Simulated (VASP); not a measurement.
# BP (P6_3/mmc) in VASP: single point with PBE

Aim: the single point of BP with PBE.

Program: VASP 6.6.1. These are calculated values, not measurements. Logs are shortened: lines on timing, memory, paths and dates and some standing lists are left out, and cuts for length are marked.

## (1) The cell of the first run

The structure is hexagonal, space group P6_3/mmc (No. 194). The conventional cell has a = 3.204 Å, b = 3.204 Å, c = 8.467 Å, α = 90.00°, β = 90.00°, γ = 120.00°. B (site symmetry -6m2) has 3 P at 1.85 Å within 2.5 Å. Within 2.5 Å of P (site symmetry -6m2) lie 3 B at 1.85 Å.

## (2) Single point, PBE

Input file INCAR:

```
PREC = Accurate ; ENCUT = 500
EDIFF = 1E-6 ; ISMEAR = 0
SIGMA = 0.01 ; LREAL = False
LASPH = True ; NELM = 120
ALGO = Normal ; ISIF = 2
LWAVE = False ; LCHARG = False
GGA = PE ; NBANDS = 16
GGA_COMPAT = False
```

Input file KPOINTS:

```
Automatic mesh
0
Gamma
  9 9 2
```

Input file POSCAR:

```
BP
1.0
    3.2039354075      0.0000000000      0.0000000000
   -1.6019677038      2.7746894549      0.0000000000
    0.0000000000      0.0000000000      8.4666274574
B P
2 2
Direct
    0.3333333333      0.6666666667      0.2500000000
    0.6666666667      0.3333333333      0.7500000000
    0.6666666667      0.3333333333      0.2500000000
    0.3333333333      0.6666666667      0.7500000000
```

Potentials or basis: VASP PAW PBE potentials, release 64 (B, P).

Launch:

```
$ cat potpaw_PBE.64/B/POTCAR potpaw_PBE.64/P/POTCAR > POTCAR
$ mpirun -np 1 vasp_std > vasp.out
```

OUTCAR:

```text
PREC = Accurate
   ENCUT = 500
   EDIFF = 1E-6
   ISMEAR = 0
   LREAL = False
   LASPH = True
   NELM = 120
   ISIF = 2
   GGA = PE

 ion  position               nearest neighbor table
   1  0.333  0.667  0.250-   3 1.85   3 1.85   3 1.85
   2  0.667  0.333  0.750-   4 1.85   4 1.85   4 1.85
   3  0.667  0.333  0.250-   1 1.85   1 1.85   1 1.85
   4  0.333  0.667  0.750-   2 1.85   2 1.85   2 1.85

  LATTYP: Found a hexagonal cell.
 ALAT       =     3.2039354075
 C/A-ratio  =     2.6425712071

  Lattice vectors:

 A1 = (   3.2039354075,   0.0000000000,   0.0000000000)
 A2 = (  -1.6019677038,   2.7746894549,   0.0000000000)
 A3 = (   0.0000000000,   0.0000000000,   8.4666274574)

Analysis of symmetry for initial positions (statically):
=====================================================================
 Subroutine PRICEL returns:
 Original cell was already a primitive cell.

 Routine SETGRP: Setting up the symmetry group for a
 hexagonal supercell.

 Subroutine GETGRP returns: Found 24 space group operations
 (whereof 12 operations were pure point group operations)
 out of a pool of 24 trial point group operations.

The static configuration has the point symmetry D_3d.
 The point group associated with its full space group is D_6h.

Analysis of symmetry for dynamics (positions and initial velocities):
=====================================================================
 Subroutine PRICEL returns:
 Original cell was already a primitive cell.

 Routine SETGRP: Setting up the symmetry group for a
 hexagonal supercell.

 Subroutine GETGRP returns: Found 24 space group operations
 (whereof 12 operations were pure point group operations)
 out of a pool of 24 trial point group operations.

The dynamic configuration has the point symmetry D_3d.
 The point group associated with its full space group is D_6h.

 Subroutine INISYM returns: Found 24 space group operations
 (whereof 12 operations are pure point group operations),
 and found     1 'primitive' translations

----------------------------------------------------------------------------------------

                                     Primitive cell

  volume of cell :      75.2677

  direct lattice vectors                    reciprocal lattice vectors
     3.203935407  0.000000000  0.000000000     0.312116155  0.180200346  0.000000000
    -1.601967704  2.774689455  0.000000000     0.000000000  0.360400692  0.000000000
     0.000000000  0.000000000  8.466627457     0.000000000  0.000000000  0.118110783

  length of vectors
     3.203935407  3.203935407  8.466627457     0.360400692  0.360400692  0.118110783

  position of ions in fractional coordinates (direct lattice)
     0.333333333  0.666666667  0.250000000
     0.666666667  0.333333333  0.750000000
     0.666666667  0.333333333  0.250000000
     0.333333333  0.666666667  0.750000000

  ion indices of the primitive-cell ions
   primitive index   ion index
                 1           1
                 2           2
                 3           3
                 4           4

----------------------------------------------------------------------------------------

 KPOINTS: Automatic mesh

Automatic generation of k-mesh.
 Grid dimensions read from file:
 generate k-points for:    9    9    2

 Generating k-lattice:

  Cartesian coordinates                     Fractional coordinates (reciprocal lattice)
     0.034679573  0.020022261  0.000000000     0.111111111  0.000000000  0.000000000
     0.000000000  0.040044521  0.000000000     0.000000000  0.111111111  0.000000000
     0.000000000  0.000000000  0.059055392     0.000000000  0.000000000  0.500000000

  Length of vectors
     0.040044521  0.040044521  0.059055392

  Shift w.r.t. Gamma in fractional coordinates (k-lattice)
     0.000000000  0.000000000  0.000000000

 Subroutine IBZKPT returns following result:
 ===========================================

 Found     24 irreducible k-points:

 Following reciprocal coordinates:
            Coordinates               Weight
  0.000000  0.000000  0.000000      1.000000
  0.111111  0.000000  0.000000      6.000000
  0.222222 -0.000000  0.000000      6.000000
  0.333333  0.000000  0.000000      6.000000
  0.444444 -0.000000  0.000000      6.000000
  0.111111  0.111111  0.000000      6.000000
[... 16 lines left out ...]
  0.333333  0.222222  0.500000     12.000000
  0.333333  0.333333  0.500000      2.000000
   k-points           NKPTS =     24   k-points in BZ     NKDIM =     24   number of bands    NBANDS=     16
   number of dos      NEDOS =    301   number of ions     NIONS =      4
   total plane-waves  NPLWV =  36864
   dimension x,y,z NGX =    24 NGY =   24 NGZ =   64
   dimension x,y,z NGXF=    48 NGYF=   48 NGZF=  128
   ions per type =               2   2
   NGX,Y,Z   is equivalent  to a cutoff of  12.45, 12.45, 12.57 a.u.
   NGXF,Y,Z  is equivalent  to a cutoff of  24.91, 24.91, 25.13 a.u.
 SYSTEM =  unknown system
   PREC   = accura    normal or accurate (medium, high low for compatibility)
   ISTART =      0    job   : 0-new  1-cont  2-samecut
   ICHARG =      2    charge: 1-file 2-atom 10-const
   ISPIN  =      1    spin polarized calculation?
   LNONCOLLINEAR =      F non collinear calculations
   LSORBIT =      F    spin-orbit coupling
   LASPH  =      T    aspherical Exc in radial PAW
   ENCUT  =  500.0 eV  36.75 Ry    6.06 a.u.   5.84  5.84 15.44*2*pi/ulx,y,z
   NELM   =    120;   NELMIN=  2; NELMDL= -5     # of ELM steps
   EDIFF  = 0.1E-05   stopping-criterion for ELM
   LREAL  =      F    real-space projection
   EDIFFG = 0.1E-04   stopping-criterion for IOM
   NSW    =      0    number of steps for IOM
   IBRION =     -1    ionic relax: 0-MD 1-quasi-New 2-CG
   NFREE  =      0    steps in history (QN), initial steepest desc. (CG)
   ISIF   =      2    stress and relaxation
   ISYM   =      2    0-nonsym 1-usesym 2-fastsym
   POTIM  = 0.5000    time-step for ionic-motion
   TEBEG  =    0.0;   TEEND  =   0.0 temperature during run
   PSTRESS=    0.0 pullay stress
   NELECT =      16.0000    total number of electrons
   NUPDOWN=      -1.0000    fix difference up-down
   EMIN   =  10.00;   EMAX   =-10.00  energy-range for DOS
   EFERMI =   0.00;   METHOD = LEGACY
   ISMEAR =     0;   SIGMA  =   0.01  broadening in eV -4-tet -1-fermi 0-gaus
   EFERMI_NEDOS =   21; number of points for ismear=-14 and -15
   IALGO  =     38    algorithm
   IMIX   =      4    mixing-type and parameters
     AMIX     =   0.40;   BMIX     =  1.00
     AMIX_MAG =   1.60;   BMIX_MAG =  1.00
  volume/ion in A,a.u.               =      18.82       126.98
  Fermi-wavevector in a.u.,A,eV,Ry     =   0.977039  1.846336 12.988196  0.954605
  Thomas-Fermi vector in A             =   2.107705
   LORBIT       =      0    0 simple, 1 ext, 2 COOP (PROOUT), +10 PAW based schemes
   GGA     = PE    functional components
   LHFCALC =     F    Hartree Fock is set to
   AEXX    =    0.0000 exact exchange contribution
   IVDW    =     0    specifies the selected vdW correction
   LEPSILON=     F    determine dielectric tensor
   LRPA    =     F    only Hartree local field effects (RPA)
 non-spin polarized calculation
 Gauss-broadening in eV      SIGMA  =   0.01
  energy-cutoff  :      500.00
  volume of cell :       75.27
 maximum number of plane-waves:      1930
 NGX is ok and might be reduce to    24
   NGX = 11   NGY = 11   NGZ = 31

 number of electron      16.0000001 magnetization

 Free energy of the ion-electron system (eV)
  ---------------------------------------------------
  ext. energy  EPLUGINS =         0.00000000
  ---------------------------------------------------
  free energy    TOTEN  =       -24.32511459 eV

  energy without entropy =      -24.32511459  energy(sigma->0) =      -24.32511459

 E-fermi :   2.5391     XC(G=0):  -8.3292

 val. band max:        2.4781815861   @ k =   0.3333   0.3333   0.5000
 cond. band min:       3.3554163106   @ k =   0.3333   0.3333   0.5000
 fundamental gap:      0.8772347245
 Fermi energy:         2.5391345728

 k-point     1 :       0.0000    0.0000    0.0000
  band No.  band energies     occupation
      1     -11.2827      2.00000
      2     -11.1572      2.00000
      3      -2.2430      2.00000
      4      -1.0445      2.00000
      5       0.8428      2.00000
      6       0.8428      2.00000
[... 8 lines left out ...]
     15       8.4629      0.00000
     16      10.9000      0.00000

 k-point     2 :       0.1111    0.0000    0.0000
  band No.  band energies     occupation
      1     -11.0935      2.00000
      2     -10.9694      2.00000
      3      -2.0344      2.00000
      4      -0.8459      2.00000
      5      -0.0712      2.00000
      6      -0.0274      2.00000
[... 8 lines left out ...]
     15       9.3489      0.00000
     16       9.9682      0.00000

 k-point     3 :       0.2222   -0.0000    0.0000
  band No.  band energies     occupation
      1     -10.5355      2.00000
      2     -10.4160      2.00000
      3      -1.9817      2.00000
      4      -1.9177      2.00000
      5      -1.4171      2.00000
      6      -0.2609      2.00000
[... 8 lines left out ...]
     15       9.8485      0.00000
     16      10.5484      0.00000

 k-point     4 :       0.3333    0.0000    0.0000
  band No.  band energies     occupation
      1      -9.6539      2.00000
      2      -9.5441      2.00000
      3      -3.9980      2.00000
      4      -3.9208      2.00000
      5      -0.7923      2.00000
      6      -0.7515      2.00000
[... 8 lines left out ...]
     15      11.9971      0.00000
     16      12.2901      0.00000
[... 324 lines left out ...]
 k-point    22 :       0.2222    0.2222    0.5000
  band No.  band energies     occupation
      1      -9.0986      2.00000
      2      -9.0986      2.00000
      3      -4.1422      2.00000
      4      -4.1422      2.00000
      5      -2.3932      2.00000
      6      -2.3932      2.00000
[... 8 lines left out ...]
     15      10.1207      0.00000
     16      10.1207      0.00000

 k-point    23 :       0.3333    0.2222    0.5000
  band No.  band energies     occupation
      1      -8.1895      2.00000
      2      -8.1895      2.00000
      3      -5.2853      2.00000
      4      -5.2853      2.00000
      5      -3.0670      2.00000
      6      -3.0670      2.00000
[... 8 lines left out ...]
     15      10.9969      0.00000
     16      10.9969      0.00000

 k-point    24 :       0.3333    0.3333    0.5000
  band No.  band energies     occupation
      1      -7.7610      2.00000
      2      -7.7610      2.00000
      3      -5.4213      2.00000
      4      -5.4213      2.00000
      5      -3.7895      2.00000
      6      -3.7895      2.00000
[... 8 lines left out ...]
     15      11.3136      0.00000
     16      11.3136      0.00000

------------------------ aborting loop because EDIFF is reached ----------------------------------------

  FORCE on cell =-STRESS in cart. coord.  units (eV):
  Direction    XX          YY          ZZ          XY          YZ          ZX
  --------------------------------------------------------------------------------------
  -------------------------------------------------------------------------------------
  Total        0.5340265      0.5340265      0.3466736     -0.0000000     -0.0000000     -0.0000000
  in kB       11.3674963     11.3674963      7.3794294     -0.0000000     -0.0000000     -0.0000000
  external PRESSURE =      10.0381407 kB  Pullay stress =       0.0000000 kB

 VOLUME and BASIS-vectors are now :
 -----------------------------------------------------------------------------
  energy-cutoff  :      500.00
  volume of cell :       75.27
      direct lattice vectors                 reciprocal lattice vectors
     3.203935407  0.000000000  0.000000000     0.312116155  0.180200346  0.000000000
    -1.601967704  2.774689455  0.000000000     0.000000000  0.360400692  0.000000000
     0.000000000  0.000000000  8.466627457     0.000000000  0.000000000  0.118110783

 POSITION                                       TOTAL-FORCE (eV/Angst)
 -----------------------------------------------------------------------------------
     -0.00000      1.84979      2.11666         0.000000     -0.000000      0.000000
      1.60197      0.92490      6.34997        -0.000000      0.000000      0.000000
      1.60197      0.92490      2.11666        -0.000000      0.000000      0.000000
     -0.00000      1.84979      6.34997         0.000000     -0.000000      0.000000
 -----------------------------------------------------------------------------------
    total drift:                                0.000000     -0.000000      0.000000

  FREE ENERGIE OF THE ION-ELECTRON SYSTEM (eV)
  ---------------------------------------------------
  free  energy   TOTEN  =       -24.3251145947 eV

  energy  without entropy=      -24.3251145947  energy(sigma->0) =      -24.32511459
```

Run time: 9.6 s. Hardware: 1 thread of Intel Xeon 6975P-C (Granite Rapids), shared host; peak memory 0.18 GiB.

Results:

```
Free energy            : -24.3251 eV
Pressure               : 1.0 GPa
Band gap on the k mesh : 0.88 eV
```

Caveat: an odd mesh through Γ misses points on the zone boundary, where band edges can lie; this functional lacks dispersion, which binds the layers, so the pressure and a relaxed spacing across them are unreliable.
